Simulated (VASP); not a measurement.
# Al32ClO48 (a cell with a defect) in VASP: a series of runs, part 2 of 2

VASP 6.6.1.

**3. Single point, PBE**

Contents of INCAR:

```
PREC = Accurate
ENCUT = 520
EDIFF = 1E-6
ISMEAR = -1
SIGMA = 0.01
LREAL = Auto
LASPH = True
NELM = 80
ALGO = Normal
ISIF = 2
LWAVE = False
LCHARG = False
GGA = PE
NBANDS = 242
NELECT = 392.0
```

Contents of KPOINTS:

```
regular mesh
0
Gamma
  1 1 1
```

Contents of POSCAR:

```
Al32ClO48
1.0
    4.8078835200      2.7758328500      8.7484141900
   -4.8078835200      2.7758328500      8.7484141900
    0.0000000000     -5.5516656900      8.7484141900
Al O Cl
32 48 1
Direct
    0.3036463022      0.3242953589      0.3261380457
    0.4380054087      0.4185869106      0.4292801489
    0.0737118611      0.0746649579      0.0711498650
    0.1678743914      0.1802206391      0.1778160089
    0.3213876911      0.3237581076      0.8224905112
    0.4204015312      0.4273900901      0.9208492614
    0.0714233735      0.0734603571      0.5755750121
    0.1788043640      0.1756961844      0.6732241050
    0.3229968702      0.8273472760      0.3214285890
    0.4245568728      0.9292262065      0.4238979679
    0.0619287640      0.5720955997      0.0745764169
    0.1690949793      0.6792772205      0.1713773195
    0.3233544119      0.8264975305      0.8228955834
    0.4202238552      0.9272694121      0.9295856517
    0.0801114806      0.5725247038      0.5649133833
    0.1747021954      0.6777013554      0.6726261382
    0.7971176215      0.3272964270      0.3123113230
    0.9164970278      0.4233959855      0.4235867002
    0.5759715899      0.0797689404      0.0700215720
    0.6902093460      0.1728240067      0.1934543987
    0.8257496028      0.3208732205      0.8158556052
    0.9317200733      0.4312499534      0.9132736980
    0.5748628375      0.0719087843      0.5840583069
    0.6770887404      0.1800021224      0.6861264629
    0.8212597109      0.8221779350      0.3254348881
    0.9256734181      0.9222665468      0.4282001138
    0.5898984693      0.5827946310      0.0695971321
    0.6774348340      0.6844010739      0.1747074301
    0.8253639449      0.8246215502      0.8211763113
    0.9253063036      0.9284005509      0.9268590303
    0.5692078963      0.5772595462      0.5734830604
    0.6776811780      0.6773679100      0.6722833058
    0.2179527401      0.0310475400      0.3744019214
    0.4693479673      0.1273812416      0.2782542637
    0.0151394706      0.3737022444      0.2256148692
    0.3697947322      0.2235776733      0.0297642612
    0.1167902166      0.2781957002      0.4751957819
    0.2388656436      0.4740619275      0.1335403386
    0.2209411995      0.0329597151      0.8710379062
    0.4653084566      0.1208916292      0.7881613961
    0.0327096878      0.3752310402      0.7142781805
    0.3797120604      0.2237238094      0.5203560579
    0.1232918064      0.2788416468      0.9695196093
    0.2774956531      0.4720479673      0.6205851118
    0.2288254426      0.5247245704      0.3650097675
    0.4729529655      0.6287191878      0.2753939022
    0.0256095497      0.8765674636      0.2196912008
    0.3670223781      0.7347741913      0.0269317225
    0.1276365483      0.7781215057      0.4655258719
    0.2723884829      0.9755010999      0.1269476731
    0.2141699863      0.5305603698      0.8728247739
    0.4672284939      0.6286660085      0.7759727544
    0.0302873226      0.8743491516      0.7196734491
    0.3720017428      0.7257047448      0.5252429524
    0.1235537770      0.7828442357      0.9691189903
    0.2796909667      0.9740454570      0.6218256109
    0.7222297596      0.0156334674      0.3880230831
    0.9639809884      0.1260509824      0.2774255129
    0.6306679295      0.3409385018      0.2602766996
    0.8786822847      0.2237059400      0.0190424337
    0.6185175788      0.2679299106      0.5101097872
    0.7988792854      0.4981401377      0.0975245462
    0.7238547634      0.0178300047      0.8769485541
    0.9781010925      0.1209371751      0.7772685242
    0.5140896380      0.3850712417      0.7191035714
    0.8733952148      0.2196816249      0.5380787603
    0.6436982856      0.2637995894      0.9212188554
    0.7755928269      0.4767673435      0.6196735191
    0.7128757727      0.5290698498      0.3755022212
    0.9589085862      0.6285231095      0.2805178601
    0.5266926163      0.8803304803      0.2202470949
    0.8727994451      0.7308083047      0.0267442038
    0.6214572152      0.7801094099      0.4712511074
    0.7760166709      0.9782284000      0.1266823634
    0.7343830188      0.5366367848      0.8612459724
    0.9764356491      0.6289102446      0.7690784703
    0.5277866317      0.8746891044      0.7215123614
    0.8800462173      0.7176186663      0.5239566714
    0.6213847316      0.7859039689      0.9703273189
    0.7811189690      0.9645621794      0.6268193701
    0.5055620015      0.4191516351      0.0915660322
```

Potentials or basis: VASP PAW PBE potentials, release 64 (Al, O, Cl).

On the command line:

```
> cat potpaw_PBE.64/Al/POTCAR potpaw_PBE.64/O/POTCAR potpaw_PBE.64/Cl/POTCAR > POTCAR
> mpirun -np 1 vasp_gam > vasp.out
```

OUTCAR:

```text
PREC = Accurate
   ENCUT = 520
   EDIFF = 1E-6
   ISMEAR = -1
   LREAL = Auto
   LASPH = True
   NELM = 80
   ISIF = 2
   GGA = PE
   NELECT = 392.0

 ion  position               nearest neighbor table
   1  0.304  0.324  0.326-  37 1.78  34 1.88  38 1.91  45 1.96  42 2.06  81 2.25   8 2.76  12 2.83
                             2 2.91  20 3.07  18 3.17  10 3.20   6 3.29
   2  0.438  0.419  0.429-  44 1.86  59 1.87  61 1.90  46 1.92  42 1.98  45 2.11  23 2.78  15 2.86
                            17 2.89  27 2.90   1 2.91   5 3.20   9 3.31
   3  0.074  0.075  0.071-  39 1.87  60 1.87  47 1.88  50 1.97  43 1.98  58 2.00   4 2.68  14 2.77
                            22 2.86  26 2.86  20 3.09   8 3.25  12 3.25
   4  0.168  0.180  0.178-  35 1.84  33 1.87  36 1.89  50 1.99  43 2.00  58 2.01   3 2.68   9 2.83
                             5 2.84  17 2.95  11 3.19   7 3.25  19 3.34
   5  0.321  0.324  0.822-  40 1.86  43 1.86  44 1.89  65 1.94  51 2.00  36 2.01   6 2.63  24 2.83
                            16 2.83   4 2.84  22 3.19   2 3.20  14 3.24
   6  0.420  0.427  0.921-  52 1.90  65 1.94  67 1.94  36 1.97  51 1.99  38 2.02  81 2.33   5 2.63
                            31 2.79  19 2.80  11 2.87  13 3.28   1 3.29  21 3.31
   7  0.071  0.073  0.576-  66 1.83  53 1.85  33 1.88  37 1.97  64 1.97  56 2.01   8 2.69  30 2.81
                            18 2.82  10 2.83  24 3.19  16 3.24   4 3.25
   8  0.179  0.176  0.673-  39 1.85  41 1.86  42 1.90  56 1.97  64 1.98  37 2.00   7 2.69   1 2.76
                            13 2.80  21 2.82  15 3.24   3 3.25  23 3.26
   9  0.323  0.827  0.321-  49 1.86  50 1.86  46 1.87  54 1.98  33 1.99  71 2.00  10 2.68  16 2.82
                             4 2.83  28 2.83  14 3.21  26 3.25   2 3.31
  10  0.425  0.929  0.424-  56 1.86  34 1.86  73 1.86  71 1.97  54 2.00  33 2.01   9 2.68  31 2.82
                             7 2.83  19 2.84   1 3.20  25 3.24  13 3.26
  11  0.062  0.572  0.075-  38 1.79  72 1.82  35 1.88  51 1.88  70 2.04  55 2.11  12 2.72  18 2.80
                            30 2.84   6 2.87  28 3.11   4 3.19  16 3.26
  12  0.169  0.679  0.171-  47 1.87  45 1.90  48 1.91  55 1.94  38 2.02  70 2.03  11 2.72  25 2.79
                            13 2.80   1 2.83  81 2.94  15 3.23   3 3.25
  13  0.323  0.826  0.823-  52 1.87  55 1.87  56 1.88  48 1.97  77 1.98  39 1.99  14 2.66   8 2.80
                            12 2.80  32 2.84  30 3.25  10 3.26   6 3.28
  14  0.420  0.927  0.930-  40 1.82  79 1.87  50 1.87  48 1.90  39 1.98  77 2.02  13 2.66   3 2.77
                            23 2.78  27 2.79   9 3.21   5 3.24  29 3.30
  15  0.080  0.573  0.565-  78 1.86  41 1.87  45 1.89  44 1.96  49 1.99  76 2.02  16 2.69  22 2.79
                            26 2.80   2 2.86  12 3.23   8 3.24  32 3.28
  16  0.175  0.678  0.673-  51 1.86  53 1.86  54 1.87  76 1.93  49 2.00  44 2.01  15 2.69  29 2.80
                             9 2.82   5 2.83  31 3.23   7 3.24  11 3.26
  17  0.797  0.327  0.312-  58 1.87  61 1.88  62 1.90  59 1.99  69 2.10  35 2.14  66 2.34  28 2.84
                            18 2.86   2 2.89   4 2.95  24 2.97  27 3.17  22 3.21  26 3.25  20 3.33
  18  0.916  0.423  0.424-  68 1.88  70 1.91  37 1.91  66 1.92  35 1.93  69 1.96  11 2.80  31 2.80
                             7 2.82  17 2.86   1 3.17  21 3.23  25 3.29
  19  0.576  0.080  0.070-  67 1.86  71 1.89  63 1.90  36 1.91  74 1.99  34 2.00  30 2.80   6 2.80
                            10 2.84  20 2.90  24 3.13  28 3.22   4 3.34
  20  0.690  0.173  0.193-  57 1.80  60 1.85  59 1.89  74 2.04  34 2.17  81 2.23  67 2.66  25 2.78
                            19 2.90  21 3.00   1 3.07   3 3.09  23 3.16  26 3.31  27 3.32  17 3.33
  21  0.826  0.321  0.816-  67 1.81  64 1.86  68 1.88  60 2.00  41 2.04  75 2.10  22 2.75   8 2.82
                            32 2.85  81 2.98  20 3.00  30 3.19  18 3.23   6 3.31
  22  0.932  0.431  0.913-  62 1.86  76 1.86  43 1.86  75 1.93  41 1.97  60 2.03  21 2.75  27 2.77
                            15 2.79   3 2.86   5 3.19  17 3.21  29 3.22
  23  0.575  0.072  0.584-  77 1.86  57 1.90  42 1.93  61 1.95  80 1.95  40 1.96  24 2.73   2 2.78
                            14 2.78  26 2.82  20 3.16  32 3.25   8 3.26  17 3.36
  24  0.677  0.180  0.686-  61 1.81  66 1.83  63 1.83  65 1.89  40 2.11  80 2.14  23 2.73   5 2.83
                            29 2.83  17 2.97  19 3.13   7 3.19  31 3.21
  25  0.821  0.822  0.325-  70 1.82  73 1.86  74 1.88  57 1.97  78 1.98  47 2.00  26 2.69  32 2.77
                            20 2.78  12 2.79  10 3.24  30 3.25  18 3.29
  26  0.926  0.922  0.428-  80 1.85  49 1.86  58 1.88  57 1.94  78 1.98  47 2.01  25 2.69  15 2.80
[... 332 lines left out ...]
   NELM   =     80;   NELMIN=  2; NELMDL= -5     # of ELM steps
   EDIFF  = 0.1E-05   stopping-criterion for ELM
   LREAL  =      T    real-space projection
   EDIFFG = 0.1E-04   stopping-criterion for IOM
   NSW    =      0    number of steps for IOM
   IBRION =     -1    ionic relax: 0-MD 1-quasi-New 2-CG
   NFREE  =      0    steps in history (QN), initial steepest desc. (CG)
   ISIF   =      2    stress and relaxation
   ISYM   =      2    0-nonsym 1-usesym 2-fastsym
   POTIM  = 0.5000    time-step for ionic-motion
   TEBEG  =    0.0;   TEEND  =   0.0 temperature during run
   PSTRESS=    0.0 pullay stress
   NELECT =     392.0000    total number of electrons
   NUPDOWN=      -1.0000    fix difference up-down
   EMIN   =  10.00;   EMAX   =-10.00  energy-range for DOS
   EFERMI =   0.00;   METHOD = LEGACY
   ISMEAR =    -1;   SIGMA  =   0.01  broadening in eV -4-tet -1-fermi 0-gaus
   EFERMI_NEDOS =   21; number of points for ismear=-14 and -15
   IALGO  =     38    algorithm
   IMIX   =      4    mixing-type and parameters
     AMIX     =   0.40;   BMIX     =  1.00
     AMIX_MAG =   1.60;   BMIX_MAG =  1.00
  volume/ion in A,a.u.               =       8.65        58.36
  Fermi-wavevector in a.u.,A,eV,Ry     =   1.349049  2.549332 24.761677  1.819932
  Thomas-Fermi vector in A             =   2.476667
   LORBIT       =      0    0 simple, 1 ext, 2 COOP (PROOUT), +10 PAW based schemes
   GGA     = PE    functional components
   LHFCALC =     F    Hartree Fock is set to
   AEXX    =    0.0000 exact exchange contribution
   IVDW    =     0    specifies the selected vdW correction
   LEPSILON=     F    determine dielectric tensor
   LRPA    =     F    only Hartree local field effects (RPA)
 non-spin polarized calculation
  energy-cutoff  :      520.00
  volume of cell :      700.53
 maximum number of plane-waves:      9404
 NGX is ok and might be reduce to    80
   NGX = 39   NGY = 39   NGZ = 39

 number of electron     392.0000003 magnetization

 Free energy of the ion-electron system (eV)
  ---------------------------------------------------
  ext. energy  EPLUGINS =         0.00000000
  ---------------------------------------------------
  free energy    TOTEN  =      -581.78685716 eV

  energy without entropy =     -581.78685716  energy(sigma->0) =     -581.78685716

 E-fermi :   7.9140     XC(G=0): -11.6692

 val. band max:        7.6310488678   @ k =   0.0000   0.0000   0.0000
 cond. band min:      11.9573335473   @ k =   0.0000   0.0000   0.0000
 fundamental gap:      4.3262846796
 Fermi energy:         7.9140069808

 k-point     1 :       0.0000    0.0000    0.0000
  band No.  band energies     occupation
      1     -13.0489      2.00000
      2     -12.1423      2.00000
      3     -12.1310      2.00000
      4     -12.0048      2.00000
      5     -11.9984      2.00000
      6     -11.9552      2.00000
[... 200 lines left out ...]
    207      15.2098      0.00000
    208      15.2733      0.00000
 [bands above 208 left out]

------------------------ aborting loop because EDIFF is reached ----------------------------------------

  FORCE on cell =-STRESS in cart. coord.  units (eV):
  Direction    XX          YY          ZZ          XY          YZ          ZX
  --------------------------------------------------------------------------------------
  -------------------------------------------------------------------------------------
  Total       38.7766962     42.9299285     36.5051909     -3.1280675     -1.7447889      4.3777569
  in kB       88.6856905     98.1844954     83.4905596     -7.1541636     -3.9904847     10.0123124
  external PRESSURE =      90.1202485 kB  Pullay stress =       0.0000000 kB

 VOLUME and BASIS-vectors are now :
 -----------------------------------------------------------------------------
  energy-cutoff  :      520.00
  volume of cell :      700.53
      direct lattice vectors                 reciprocal lattice vectors
     4.807883520  2.775832850  8.748414190     0.103995864  0.060042040  0.038102144
    -4.807883520  2.775832850  8.748414190    -0.103995864  0.060042040  0.038102144
     0.000000000 -5.551665690  8.748414190     0.000000000 -0.120084080  0.038102144

 POSITION                                       TOTAL-FORCE (eV/Angst)
 -----------------------------------------------------------------------------------
     -0.09928     -0.06755      8.34668         0.009350      0.021209      0.004638
      0.09336     -0.00546     11.24934        -0.007954     -0.001473      0.008363
     -0.00458      0.01687      1.92051         0.001185     -0.000697     -0.007957
     -0.05936     -0.02092      4.60089        -0.000857      0.002646     -0.002602
     -0.01140     -2.77538     12.83949         0.006442      0.004425     -0.010647
     -0.03360     -2.75892     15.47280        -0.001072     -0.007770      0.010158
[... 73 lines left out ...]
     -0.88197      1.36583     20.75562         0.000291     -0.001475      0.002730
      0.41545      2.05851      8.89084         0.002418     -0.011984      0.008187
 -----------------------------------------------------------------------------------
    total drift:                                0.021250      0.011073     -0.013835

  FREE ENERGIE OF THE ION-ELECTRON SYSTEM (eV)
  ---------------------------------------------------
  free  energy   TOTEN  =      -581.7868571646 eV

  energy  without entropy=     -581.7868571646  energy(sigma->0) =     -581.78685716
```

It took 5.4 min on 1 thread of Intel Xeon Platinum 8488C (Sapphire Rapids), shared host; peak memory 0.94 GiB.

Results:

- Free energy: -581.7869 eV
- Largest force: 0.033 eV/Å

Forces on the atoms (eV/Å):
```
Al   0.009  0.021  0.005
Al  -0.008 -0.001  0.008
Al   0.001 -0.001 -0.008
Al  -0.001  0.003 -0.003
Al   0.006  0.004 -0.011
Al  -0.001 -0.008  0.010
Al   0.000 -0.001 -0.004
Al  -0.002 -0.004  0.009
Al   0.001 -0.001 -0.011
Al   0.002 -0.003  0.009
Al  -0.005  0.005 -0.017
Al   0.006 -0.003  0.013
Al  -0.001  0.005 -0.010
Al   0.003  0.000  0.012
Al  -0.005  0.001 -0.010
Al   0.000  0.000  0.004
Al   0.007 -0.006  0.009
Al   0.006  0.001  0.011
Al  -0.001 -0.001 -0.010
Al  -0.015  0.006 -0.011
Al   0.005  0.003  0.003
Al   0.000 -0.001  0.010
Al   0.000  0.006 -0.012
Al  -0.003 -0.002  0.001
Al  -0.007 -0.002  0.000
Al  -0.003 -0.002  0.012
Al  -0.002 -0.016 -0.029
Al   0.003  0.002  0.002
Al   0.000 -0.005 -0.013
Al  -0.001  0.003  0.009
Al   0.002 -0.003 -0.009
Al   0.000  0.003  0.011
O    0.000  0.001  0.002
O   -0.002  0.009  0.008
O    0.000  0.001 -0.001
O    0.002 -0.008 -0.002
O   -0.005 -0.003 -0.006
O    0.024  0.008  0.018
O    0.000  0.000 -0.003
O   -0.003  0.003  0.003
O    0.001  0.002 -0.001
O   -0.001 -0.001 -0.003
O   -0.003  0.001 -0.002
O    0.001 -0.004  0.003
O    0.006 -0.001  0.002
O   -0.003 -0.005  0.004
O    0.000  0.003 -0.002
O    0.013 -0.012  0.001
O   -0.001  0.002  0.001
O    0.003  0.000  0.000
O   -0.003 -0.002  0.004
O   -0.001 -0.006  0.005
O    0.004  0.004  0.001
O    0.001 -0.002  0.000
O    0.001  0.001 -0.003
O    0.004  0.002  0.000
O    0.000 -0.006  0.001
O    0.001 -0.001 -0.001
O   -0.009  0.021 -0.016
O   -0.001  0.001 -0.003
O   -0.006  0.009 -0.013
O    0.003 -0.001 -0.001
O   -0.002 -0.006  0.002
O    0.002 -0.002  0.000
O    0.003  0.003  0.003
O   -0.002 -0.003 -0.001
O   -0.014 -0.003  0.015
O   -0.001  0.000 -0.001
O   -0.003  0.003  0.000
O    0.000  0.000 -0.002
O    0.001  0.003  0.004
O   -0.006 -0.002  0.003
O   -0.004  0.001 -0.004
O    0.002  0.000  0.000
O   -0.002 -0.006 -0.008
O   -0.002 -0.003  0.001
O    0.000 -0.003 -0.002
O    0.002  0.002  0.000
O   -0.004  0.007  0.002
O    0.000 -0.001  0.003
Cl   0.002 -0.012  0.008
```

Caveat: the k points lie up to 0.79 Å⁻¹ apart; the cell carries a net charge on a neutralising background, which shifts energy and pressure; the cell is charged against a uniform background, so pressure and absolute levels hang on convention.
